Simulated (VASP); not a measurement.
CaOs3, 4 atoms in the cell. Symmetry: I4/mmm, No. 139, tetragonal system. The conventional cell has a = 4.095 Å, b = 4.095 Å, c = 7.718 Å, α = 90.00°, β = 90.00°, γ = 90.00°. Within 3.7 Å of Ca (site symmetry 4/mmm) lie 12 Os at 2.81 to 2.90 Å. Os (site symmetry 4/mmm) has 8 Os at 2.81 Å and 4 Ca at 2.90 Å within 3.7 Å. Within 3.7 Å of Os (site symmetry -4m2) lie 4 Ca at 2.81 Å and 8 Os at 2.81 to 2.90 Å. 

- Program: VASP 6.6.1
- Task: single point
- Functional: PBE
- Potentials or basis: VASP PAW PBE potentials, release 64 (Ca_sv, Os)
- Cutoff: 520 eV
- k mesh: 6 × 6 × 6
- Occupations: gaussian, width 0.1 eV
- Spin: no spin polarisation
- Dipole correction: no
- Further INCAR settings: ALGO = Fast; EDIFF = 1e-07; NBANDS = 25

Potentials or basis: VASP PAW PBE potentials, release 64 (Ca_sv, Os).

The run is started by

```sh
$ cat potpaw_PBE.64/Ca_sv/POTCAR potpaw_PBE.64/Os/POTCAR > POTCAR
$ mpirun -np 1 vasp_std > vasp.out
```

Hardware: 1 thread of Oxide Virtual Turin-like Processor, on a shared host.

Q: How long does it take, and how much memory?

A: It took 3.7 min on 1 thread of Oxide Virtual Turin-like Processor, with other jobs on the host, peak memory 0.2 GiB. Counts: scf iterations 21, k points 30.
